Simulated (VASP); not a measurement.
Input of a VASP 6.6.1 run:

File INCAR:

```
ALGO = Normal
EDIFF = 1E-6
EDIFFG = -0.04
ENCUT = 600
GGA = PE
IBRION = 2
ISIF = 3
ISMEAR = 0
LASPH = T
LCHARG = F
LREAL = F
LWAVE = F
NELM = 60
NSW = 90
PREC = Accurate
SIGMA = 0.1
```

File KPOINTS:

```
k-points
0
Gamma
  6 6 6
```

File POSCAR:

```
AlB3P4
1.0
   -2.4587013800      2.4587013800      4.9174027600
    2.4587013800     -2.4587013800      4.9174027600
    2.4587013800      2.4587013800     -4.9174027600
Al B P
1 3 4
Direct
    0.0000000000      0.0000000000      0.0000000000
    0.5000000000      0.5000000000      0.0000000000
    0.2500000000      0.7500000000      0.5000000000
    0.7500000000      0.2500000000      0.5000000000
    0.6250000000      0.6250000000      0.5000000000
    0.1250000000      0.1250000000      0.5000000000
    0.8750000000      0.3750000000      0.0000000000
    0.3750000000      0.8750000000      0.0000000000
```

Potentials or basis: VASP PAW PBE potentials, release 64 (Al, B, P).

Run with:

```console
$ cat potpaw_PBE.64/Al/POTCAR potpaw_PBE.64/B/POTCAR potpaw_PBE.64/P/POTCAR > POTCAR
$ mpirun -np 1 vasp_std > vasp.out
```

**Question.** Estimate the space group after relaxing (to 0.1 Å).

**Answer.** I-42m (No. 121).

**Question.** What does it give for the relaxed volume?

**Answer.** 13.80 Å³/atom.

Final structure:
```cif
data_structure
_symmetry_space_group_name_H-M 'P 1'
_symmetry_Int_Tables_number 1
_cell_length_a 5.8689
_cell_length_b 5.8689
_cell_length_c 5.8689
_cell_angle_alpha 131.686
_cell_angle_beta 131.686
_cell_angle_gamma 70.725
_cell_volume 110.43
loop_
_atom_site_label
_atom_site_type_symbol
_atom_site_fract_x
_atom_site_fract_y
_atom_site_fract_z
_atom_site_occupancy
Al1 Al 0.00000 0.00000 0.00000 1
B1 B 0.50000 0.50000 0.00000 1
B2 B 0.25000 0.75000 0.50000 1
B3 B 0.75000 0.25000 0.50000 1
P1 P 0.58821 0.58821 0.44547 1
P2 P 0.14274 0.14274 0.55453 1
P3 P 0.85726 0.41179 0.00000 1
P4 P 0.41179 0.85726 0.00000 1
```
